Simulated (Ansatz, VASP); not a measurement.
**Two plane-wave programs on TiAl5**

```xyz
6
Lattice="-3.2943 3.2943 2.7404 3.2943 -3.2943 2.7404 3.2943 3.2943 -2.7404" Properties=species:S:1:pos:R:3 pbc="T T T"
Ti    0.0000    0.0000    2.7404
Al    1.6471    1.6471    1.3702
Al    1.6471    1.6471   -1.3702
Al   -1.6471    1.6471    1.3702
Al    1.6471   -1.6471    1.3702
Al    0.0000    0.0000    0.0000
```

Alike in both runs: functional PBE; k mesh 10 × 10 × 10; occupations gaussian, width 0.1 eV; no spin polarisation.

Ansatz relaxed the structure, and its values are those at the end. VASP's run is a single point on that final structure, the one shown.

|  | VASP | Ansatz |
| --- | --- | --- |
| version | VASP 6.6.1 | Ansatz 0.2.0 |
| potentials or method | VASP PAW PBE potentials, release 64 (Ti_sv, Al), cutoff 520 eV | scalar-relativistic, plane waves, PAW |
| valence electrons in the cell | 27 | 27 |

VASP gave:

```
gap on the k mesh at the Fermi level (eV) : none
pressure (GPa)                            : -0.1
```

Task: What did Ansatz give for the same quantities?

Result: gap on the k mesh at the Fermi level (eV): none; pressure (GPa): 0.0.

A gap of «none» marks a metal or a gap that the smearing closes.
